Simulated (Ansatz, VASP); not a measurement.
# Pt: VASP beside Ansatz

INCAR

```
SYSTEM = Pt
PREC = Accurate
ENCUT = 600
EDIFF = 1E-7
ISMEAR = 0
SIGMA = 0.1
LREAL = .False.
LASPH = .True.
NELM = 100
ALGO = Normal
ISIF = 3
LWAVE = .False.
LCHARG = .False.
GGA = PE
IBRION = 2
NSW = 90
EDIFFG = -0.04
```

Contents of KPOINTS:

```
Automatic mesh
0
Gamma
  8 8 8
  0 0 0
```

The input POSCAR:

```
Pt
1.0
   -2.4595936916      2.4595936916      1.3417537615
    2.4595936916     -2.4595936916      1.3417537615
    2.4595936916      2.4595936916     -1.3417537615
Pt
2
Direct
    0.0000000000      0.0000000000      0.0000000000
    0.7500000000      0.2500000000      0.5000000000
```

Input for Ansatz:

```yaml
crystal:
  lattice:
    - [-2.4595936916, 2.4595936916, 1.3417537615]
    - [2.4595936916, -2.4595936916, 1.3417537615]
    - [2.4595936916, 2.4595936916, -1.3417537615]
  atoms:
    - { symbol: Pt, position: [0.0, 0.0, 0.0] }
    - { symbol: Pt, position: [0.75, 0.25, 0.5] }
basis:
  ecutwfc: 420
kpoints:
  mp_grid: { grid: [8, 8, 8] }
hamiltonian:
  xc: pbe
scf:
  occupations: { method: gaussian, width: 0.1 }
  lower_state_search: "off"
output:
  forces: true
  stress: true
  eigenvalues: true
relax:
  adjacent_minimum: "off"
  f_tol: 0.04
  max_steps: 70
  cell: { stress_tol: 0.4 }
```

Alike in both runs: task relaxation of cell and atoms; functional PBE; k mesh 8 × 8 × 8; occupations gaussian, width 0.1 eV; no spin polarisation.

```csv
,VASP,Ansatz
version,VASP 6.6.1,Ansatz 0.2.0
potentials or method,"VASP PAW PBE potentials, release 64 (Pt), cutoff 600 eV","scalar-relativistic, plane waves, PAW"
valence electrons in the cell,20,36
```

Ansatz gave:

```
gap on the k mesh at the Fermi level, each at its own relaxed structure (eV) : none
relaxed volume (Å³/atom)                                                     : 17.16
relaxed length of the cell vector where the two differ most in proportion (Å)              : 3.802
```

Task: Which values does VASP return?

Result: gap on the k mesh at the Fermi level, each at its own relaxed structure (eV): none; relaxed volume (Å³/atom): 17.11; relaxed length of the cell vector where the two differ most in proportion (Å): 3.797.

A gap of «none» marks a metal or a gap that the smearing closes. VASP's potentials hold 20 valence electrons a cell and Ansatz's 36, so a difference there can come from the potentials and not from the codes.

Neither program's run includes spin-orbit coupling.
